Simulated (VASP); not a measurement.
Input of a VASP 6.6.1 run:

Contents of INCAR:

```
PREC = Accurate ; ENCUT = 520
EDIFF = 1E-8 ; ISMEAR = -1
SIGMA = 0.05 ; LREAL = F
LASPH = T ; NELM = 80
ALGO = Normal ; ISIF = 2
LWAVE = F ; LCHARG = F
GGA = PS ; IBRION = 8
NSW = 1
```

The input KPOINTS:

```
regular mesh
0
Gamma
  8 8 8
```

POSCAR

```
Al2Pt
1.0
    0.0000000000      2.9550000000      2.9550000000
    2.9550000000      0.0000000000      2.9550000000
    2.9550000000      2.9550000000      0.0000000000
Pt Al
1 2
Direct
    0.0000000000      0.0000000000      0.0000000000
    0.7500000000      0.7500000000      0.7500000000
    0.2500000000      0.2500000000      0.2500000000
```

Potentials or basis: VASP PAW PBE potentials, release 64 (Pt, Al).

Launch:

```sh
$ cat potpaw_PBE.64/Pt/POTCAR potpaw_PBE.64/Al/POTCAR > POTCAR
$ mpirun -np 1 vasp_std > vasp.out
```

Task: What does it give for the highest phonon frequency at Γ, LO-TO splitting left out?

Result: 289 cm⁻¹.

Phonon frequencies in cm⁻¹ (negative: imaginary):
| q point | frequencies |
| --- | --- |
| (0.000, 0.000, 0.000) | 0 0 0 234 234 234 289 289 289 |
